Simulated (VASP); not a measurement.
The system is HfTe2W2.

```xyz
5
Lattice="4.6371 0.0000 0.0000 0.0000 4.6371 0.0000 0.0000 0.0000 6.2901" Properties=species:S:1:pos:R:3 pbc="T T T"
Hf    0.0000    0.0000    0.0000
Te    0.0000    2.3186    3.1451
Te    2.3186    0.0000    3.1451
W     2.3186    2.3186    1.5096
W     2.3186    2.3186    4.7805
```

The cell was built from a structure type or drawn by symmetry, and may not be a known phase.

| Quantity | Value |
| --- | --- |
| Program | VASP 6.6.1 |
| Task | relaxation of cell and atoms |
| Functional | PBE |
| Potentials or basis | VASP PAW PBE potentials, release 64 (Hf_pv, Te, W_sv) |
| Cutoff | 600 eV |
| k mesh | 4 × 4 × 4 |
| Occupations | gaussian, width 0.1 eV |
| Spin | no spin polarisation |

At the start: pressure -14.4 GPa; volume 27.05 Å³/atom.

Problem. How do energy, volume and symmetry change on relaxing?

Solution. Over 15 steps the energy falls by 503.7 meV/atom and the volume is 22.89 Å³/atom (-15.4 %); space group P4/mmm (No. 123, to 0.1 Å) before and after.

Step by step:
```tsv
step	energy change (eV)	largest force (eV/Å)	pressure (GPa)	volume (Å³)
1	0.0000	2.0819	-14.38	135.26
2	-0.2082	0.5694	41.15	92.53
3	-1.9576	3.3151	3.99	109.73
4	-1.9637	3.2953	5.19	108.86
5	-1.1268	9.9967	17.07	107.25
6	-2.3767	0.1943	7.05	108.27
7	-2.3857	0.2639	-5.97	120.87
8	-2.5070	0.1721	-0.27	114.42
9	-2.5070	0.1712	-0.16	114.30
10	-2.5137	0.3374	0.22	114.46
11	-2.5140	0.2484	0.12	114.43
12	-2.5176	0.1344	-0.08	114.68
13	-2.5183	0.0661	-0.19	114.81
14	-2.5183	0.0459	-0.23	114.85
15	-2.5185	0.0131	0.18	114.43
```

Final structure:
```xyz
5
Lattice="4.6123 0.0000 0.0000 0.0000 4.6123 0.0000 0.0000 0.0000 5.3791" Properties=species:S:1:pos:R:3 pbc="T T T"
Hf    0.0000    0.0000    0.0000
Te    0.0000    2.3062    2.6895
Te    2.3062    0.0000    2.6895
W     2.3062    2.3062    1.1826
W     2.3062    2.3062    4.1965
```

Caveat: the volume moved by over 15 % at a fixed basis, so the end points are rough.
